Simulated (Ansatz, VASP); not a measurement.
**One calculation of BP, two programs**

```
B P
1.0
     0.00000    2.29667    2.29667
     2.29667    0.00000    2.29667
     2.29667    2.29667    0.00000
B P
1 1
Direct
  0.00000 0.00000 0.00000
  0.25000 0.25000 0.25000
```

Alike in both runs: task single point; functional PBE; k mesh 10 × 10 × 10; occupations gaussian, width 0.02 eV; no spin polarisation.

|  | VASP | Ansatz |
| --- | --- | --- |
| version | VASP 6.6.1 | Ansatz 0.2.0 |
| potentials or method | VASP PAW PBE potentials, release 64 (B, P), cutoff 520 eV | scalar-relativistic, plane waves, PAW |
| valence electrons in the cell | 8 | 8 |

Ansatz gave:

```
gap on the k mesh at the Fermi level (eV) : 1.29
least direct gap on the mesh (eV)         : 3.35
pressure (GPa)                            : -4.5
```

Q: What did VASP give for the same quantities?

A: gap on the k mesh at the Fermi level (eV): 1.29; least direct gap on the mesh (eV): 3.35; pressure (GPa): -4.7.
